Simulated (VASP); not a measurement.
A run of VASP 6.6.1 is set up as follows.

Contents of INCAR:

```
PREC = Accurate
ENCUT = 520
EDIFF = 1E-6
ISMEAR = 0
SIGMA = 0.1
LREAL = False
LASPH = True
NELM = 60
ALGO = Normal
ISIF = 2
LWAVE = False
LCHARG = False
LDIPOL = True
IDIPOL = 3
DIPOL = 0.5 0.5 0.500
GGA = PE
IBRION = 2
NSW = 80
EDIFFG = -0.02
KPAR = 4
```

Contents of KPOINTS:

```
Automatic mesh
0
Gamma
  9 9 1
```

File POSCAR:

```
TiAl3
1.0
    3.8453468587      0.0000000000      0.0000000000
    0.0000000000      3.8453468587      0.0000000000
    0.0000000000      0.0000000000     25.7785119906
Al Ti
9 3
Direct
    0.5000000000      0.0000000000      0.2909399892
    0.0000000000      0.5000000000      0.2909399892
    0.0000000000      0.0000000000      0.3745639935
    0.0000000000      0.5000000000      0.4581879978
    0.5000000000      0.0000000000      0.4581879978
    0.5000000000      0.5000000000      0.5418120022
    0.5000000000      0.0000000000      0.6254360065
    0.0000000000      0.5000000000      0.6254360065
    0.0000000000      0.0000000000      0.7090600108
    0.5000000000      0.5000000000      0.3745639935
    0.0000000000      0.0000000000      0.5418120022
    0.5000000000      0.5000000000      0.7090600108
```

Potentials or basis: VASP PAW PBE potentials, release 64 (Al, Ti_sv).

Run with:

```sh
$ cat potpaw_PBE.64/Al/POTCAR potpaw_PBE.64/Ti_sv/POTCAR > POTCAR
$ mpirun -np 4 vasp_std > vasp.out
```

**Question.** What does it give for the energy gained by relaxing?

**Answer.** 6.1 meV/atom.

**Question.** What does it give for the band gap on the k mesh?

**Answer.** Zero (an odd number of electrons rules out a gap without spin polarisation).

Forces on the atoms (eV/Å):
```
Al   0.000  0.000  0.011
Al   0.000  0.000  0.011
Al   0.000  0.000  0.001
Al   0.000  0.000  0.002
Al   0.000  0.000  0.002
Al   0.000  0.000  0.009
Al   0.000  0.000 -0.007
Al   0.000  0.000 -0.007
Al   0.000  0.000 -0.015
Ti   0.000  0.000 -0.011
Ti   0.000  0.000 -0.001
Ti   0.000  0.000  0.005
```
